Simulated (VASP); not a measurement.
## Ta: single point with r2SCAN

Crystal: Ta.

```
Ta
1.0
    -1.67390    1.67390    1.60695
     1.67390   -1.67390    1.60695
     1.67390    1.67390   -1.60695
Ta
1
Direct
  0.00000 0.00000 0.00000
```

This cell differs from its parent crystal: ratio of the length along z to the lengths across it x 0.96, volume and fractional coordinates fixed.

| Property | Result |
| --- | --- |
| Program | VASP 6.6.1 |
| Task | single point |
| Functional | r2SCAN |
| Potentials or basis | VASP PAW PBE potentials, release 64 (Ta_pv) |
| Cutoff | 520 eV |
| k mesh | 22 × 22 × 22 |
| Occupations | gaussian, width 0.15 eV |
| Spin | no spin polarisation |

The pressure is 1.4 GPa and the band gap on the k mesh is zero (an odd number of electrons rules out a gap without spin polarisation).

Stress tensor (GPa, compression positive):
```
-0.10  0.00  0.00
 0.00 -0.10  0.00
 0.00  0.00  4.27
```

Levels at points of the mesh, in eV from the Fermi level:
```
           k point  band 3  band 4  band 5  band 6  band 7  band 8  band 9  band 10
(0.00, 0.00, 0.00)  -34.22   -8.33    0.47    1.05    1.05    3.92    4.70    12.11
(0.50, 0.00, 0.00)  -34.25   -4.55   -1.75    1.58    4.32    5.52    8.10    12.08
(0.50, 0.50, 0.00)  -34.21   -4.58   -1.16    1.26    3.71    5.04    8.01    12.04
(0.50, 0.50, 0.50)  -35.00   -4.00   -3.89    7.07    7.07    7.22    8.64     8.64
```

Run time: 22 min on 1 thread of AMD EPYC 7R13, on a shared host, peak memory 0.26 GiB.

Caveat: the PAW data sets were made with another functional, which shifts forces and pressure a little; spin-orbit coupling is left out, which moves the levels of the heavy elements.
